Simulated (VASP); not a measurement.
# Os (I4/mmm) in VASP: notebook, part 2 of 2

VASP 6.6.1. Earlier steps stand in the parts before.

## Step 3: Electric field gradients, PBEsol (zz strain of -3 %)

Input file INCAR:

```
PREC = Accurate ; ENCUT = 520
EDIFF = 1E-8 ; ISMEAR = -1
SIGMA = 0.05 ; LREAL = False
LASPH = True ; NELM = 60
ALGO = Normal ; ISIF = 2
LWAVE = False ; LCHARG = False
GGA = PS ; LEFG = True
NBANDS = 10
```

Input file KPOINTS:

```
Automatic mesh
0
Gamma
  14 14 14
```

Input file POSCAR:

```
Os
1.0
    0.0000000000      1.9450000000      1.8866500000
    1.9450000000      0.0000000000      1.8866500000
    1.9450000000      1.9450000000      0.0000000000
Os
1
Direct
    0.0000000000      0.0000000000      0.0000000000
```

Potentials or basis: VASP PAW PBE potentials, release 64 (Os).

Started as:

```bash
$ cat potpaw_PBE.64/Os/POTCAR > POTCAR
$ mpirun -np 1 vasp_std > vasp.out
```

OUTCAR:

```text
PREC = Accurate
   ENCUT = 520
   EDIFF = 1E-8
   ISMEAR = -1
   LREAL = False
   LASPH = True
   NELM = 60
   ISIF = 2
   GGA = PS

 ion  position               nearest neighbor table
   1  0.000  0.000  0.000-

  LATTYP: Found a body centered tetragonal cell.
 ALAT       =     2.7506453788
 C/A-ratio  =     1.3717871555

  Lattice vectors:

 A1 = (   0.0000000000,  -1.9450000000,  -1.8866500000)
 A2 = (   0.0000000000,   1.9450000000,  -1.8866500000)
 A3 = (   1.9450000000,   0.0000000000,   1.8866500000)

Analysis of symmetry for initial positions (statically):
=====================================================================
 Subroutine PRICEL returns:
 Original cell was already a primitive cell.

 Routine SETGRP: Setting up the symmetry group for a
 body centered tetragonal supercell.

 Subroutine GETGRP returns: Found 16 space group operations
 (whereof 16 operations were pure point group operations)
 out of a pool of 16 trial point group operations.

The static configuration has the point symmetry D_4h.

Analysis of symmetry for dynamics (positions and initial velocities):
=====================================================================
 Subroutine PRICEL returns:
 Original cell was already a primitive cell.

 Routine SETGRP: Setting up the symmetry group for a
 body centered tetragonal supercell.

 Subroutine GETGRP returns: Found 16 space group operations
 (whereof 16 operations were pure point group operations)
 out of a pool of 16 trial point group operations.

The dynamic configuration has the point symmetry D_4h.

 Subroutine INISYM returns: Found 16 space group operations
 (whereof 16 operations are pure point group operations),
 and found     1 'primitive' translations

----------------------------------------------------------------------------------------

                                     Primitive cell

  volume of cell :      14.2745

  direct lattice vectors                    reciprocal lattice vectors
     0.000000000  1.945000000  1.886650000    -0.257069409  0.257069409  0.265020009
     1.945000000  0.000000000  1.886650000     0.257069409 -0.257069409  0.265020009
     1.945000000  1.945000000  0.000000000     0.257069409  0.257069409 -0.265020009

  length of vectors
     2.709699840  2.709699840  2.750645379     0.449894395  0.449894395  0.449894395

  position of ions in fractional coordinates (direct lattice)
     0.000000000  0.000000000  0.000000000

  ion indices of the primitive-cell ions
   primitive index   ion index
                 1           1

----------------------------------------------------------------------------------------

 KPOINTS: Automatic mesh

Automatic generation of k-mesh.
 Grid dimensions read from file:
 generate k-points for:   14   14   14

 Generating k-lattice:

[... 62 lines left out ...]
   LREAL  =      F    real-space projection
   EDIFFG = 0.1E-06   stopping-criterion for IOM
   NSW    =      0    number of steps for IOM
   IBRION =     -1    ionic relax: 0-MD 1-quasi-New 2-CG
   NFREE  =      0    steps in history (QN), initial steepest desc. (CG)
   ISIF   =      2    stress and relaxation
   ISYM   =      2    0-nonsym 1-usesym 2-fastsym
   POTIM  = 0.5000    time-step for ionic-motion
   TEBEG  =    0.0;   TEEND  =   0.0 temperature during run
   PSTRESS=    0.0 pullay stress
   NELECT =       8.0000    total number of electrons
   NUPDOWN=      -1.0000    fix difference up-down
   EMIN   =  10.00;   EMAX   =-10.00  energy-range for DOS
   EFERMI =   0.00;   METHOD = LEGACY
   ISMEAR =    -1;   SIGMA  =   0.05  broadening in eV -4-tet -1-fermi 0-gaus
   EFERMI_NEDOS =   21; number of points for ismear=-14 and -15
   IALGO  =     38    algorithm
   IMIX   =      4    mixing-type and parameters
     AMIX     =   0.40;   BMIX     =  1.00
     AMIX_MAG =   1.60;   BMIX_MAG =  1.00
  volume/ion in A,a.u.               =      14.27        96.33
  Fermi-wavevector in a.u.,A,eV,Ry     =   1.349744  2.550646 24.787204  1.821808
  Thomas-Fermi vector in A             =   2.477305
   LORBIT       =      0    0 simple, 1 ext, 2 COOP (PROOUT), +10 PAW based schemes
   GGA     = PS    functional components
   LHFCALC =     F    Hartree Fock is set to
   AEXX    =    0.0000 exact exchange contribution
   IVDW    =     0    specifies the selected vdW correction
   LEPSILON=     F    determine dielectric tensor
   LRPA    =     F    only Hartree local field effects (RPA)
 non-spin polarized calculation
  energy-cutoff  :      520.00
  volume of cell :       14.27
 maximum number of plane-waves:       396
   NGX =  9   NGY =  9   NGZ = 11

 number of electron       8.0000000 magnetization

 Free energy of the ion-electron system (eV)
  ---------------------------------------------------
  ext. energy  EPLUGINS =         0.00000000
  ---------------------------------------------------
  free energy    TOTEN  =       -12.07946461 eV

  energy without entropy =      -12.07015576  energy(sigma->0) =      -12.07481018

 E-fermi :   8.8425     XC(G=0): -14.0374

 val. band max:        8.8421696308   @ k =   0.3571   0.0714   0.2143
 cond. band min:       8.8481826835   @ k =  -0.3571   0.4286   0.1429
 fundamental gap:      0.0060130527
 Fermi energy:         8.8424955504

 k-point     1 :       0.0000    0.0000    0.0000
  band No.  band energies     occupation
      1      -1.8097      2.00000
      2       5.8247      2.00000
      3       5.8247      2.00000
      4       6.2420      2.00000
      5       8.6489      1.95922
      6       9.1925      0.00182
      7      23.1864      0.00000
      8      28.5068      0.00000
      9      28.5068      0.00000
     10      29.5563      0.00000
[... 287 lines left out ...]
 k-point    24 :       0.2857    0.1429    0.0000
  band No.  band energies     occupation
      1       1.0810      2.00000
      2       4.5015      2.00000
      3       6.4797      2.00000
      4       6.9655      2.00000
      5       8.5839      1.98871
      6       9.8830      0.00000
      7      24.1879      0.00000
      8      27.4561      0.00000
      9      29.5413      0.00000
     10      30.5455      0.00000

 [... further k-points ...]
[... 5 lines left out ...]
  --------------------------------------------------------------------------------------
  -------------------------------------------------------------------------------------
  Total       -1.0626462     -1.0626462     -0.2334242      0.0000000      0.0000000     -0.0000000
  in kB     -119.2720622   -119.2720622    -26.1996797      0.0000000      0.0000000     -0.0000000
  external PRESSURE =     -88.2479347 kB  Pullay stress =       0.0000000 kB

 VOLUME and BASIS-vectors are now :
 -----------------------------------------------------------------------------
  energy-cutoff  :      520.00
  volume of cell :       14.27
      direct lattice vectors                 reciprocal lattice vectors
     0.000000000  1.945000000  1.886650000    -0.257069409  0.257069409  0.265020009
     1.945000000  0.000000000  1.886650000     0.257069409 -0.257069409  0.265020009
     1.945000000  1.945000000  0.000000000     0.257069409  0.257069409 -0.265020009

 POSITION                                       TOTAL-FORCE (eV/Angst)
 -----------------------------------------------------------------------------------
      0.00000      0.00000      0.00000         0.000000      0.000000     -0.000000
 -----------------------------------------------------------------------------------
    total drift:                                0.000000      0.000000     -0.000000

  FREE ENERGIE OF THE ION-ELECTRON SYSTEM (eV)
  ---------------------------------------------------
  free  energy   TOTEN  =       -12.0794646108 eV

  energy  without entropy=      -12.0701557551  energy(sigma->0) =      -12.07481018

 Electric field gradients (V/A^2)
---------------------------------------------------------------------
 ion       V_xx      V_yy      V_zz      V_xy      V_xz      V_yz
---------------------------------------------------------------------
   1       1.729     1.729    -3.458     0.000    -0.000    -0.000
---------------------------------------------------------------------

 Electric field gradients after diagonalization (V/A^2)
 (convention: |V_zz| > |V_xx| > |V_yy|)
----------------------------------------------------------------------
 ion       V_xx      V_yy      V_zz     asymmetry (V_yy - V_xx)/ V_zz
----------------------------------------------------------------------
   1       1.729     1.729    -3.458       0.000
----------------------------------------------------------------------

           NMR quadrupolar parameters

 Cq : quadrupolar parameter    Cq=e*Q*V_zz/h
 eta: asymmetry parameters     (V_yy - V_xx)/ V_zz
 Q  : nuclear electric quadrupole moment in mb (millibarn)
----------------------------------------------------------------------
 ion       Cq(MHz)       eta       Q (mb)
----------------------------------------------------------------------
   1      -0.008       0.000       1.000
----------------------------------------------------------------------
```

stdout:

```text
POSCAR found type information on POSCAR Os
 POSCAR found :  1 types and       1 ions
 scaLAPACK will be used
 -----------------------------------------------------------------------------
|                                                                             |
|                                                                             |
|     You enforced a specific xc type in the INCAR file but a different       |
|     I HOPE YOU KNOW WHAT YOU ARE DOING!                                     |
|                                                                             |
 -----------------------------------------------------------------------------

 LDA part: xc-table for (Slater+PW92), standard interpolation
 POSCAR, INCAR and KPOINTS ok, starting setup
 FFT: planning ... GRIDC
 FFT: planning ... GRID_SOFT
 FFT: planning ... GRID
 WAVECAR not read
 entering main loop
ion   1
```

Wall time 12 s (1 thread of Intel Xeon 6975P-C (Granite Rapids), shared host); peak memory 0.15 GiB.

Results:

```yaml
Free_energy: -12.0795 eV
Pressure: -8.8 GPa
Band_gap_on_the_k_mesh: zero (band 4 reaches 11.62 eV, above the bottom of band 5 at 7.44 eV)
```

Stress tensor (GPa, compression positive):
```
-11.93   0.00   0.00
  0.00 -11.93   0.00
  0.00   0.00  -2.62
```

Electric field gradients, principal values (V/Å²):
```tsv
atom	least	middle	greatest (by size)
1 Os	1.729	1.729	-3.458
```

Caveat: the cell differs from its parent crystal (zz strain of -3 %); without QUAD_EFG the Cq values of the log hold for a quadrupole moment of 1 mb, not for the nuclei; the PAW data sets were made with another functional, which shifts forces and pressure a little; spin-orbit coupling is left out, which moves the levels of the heavy elements.
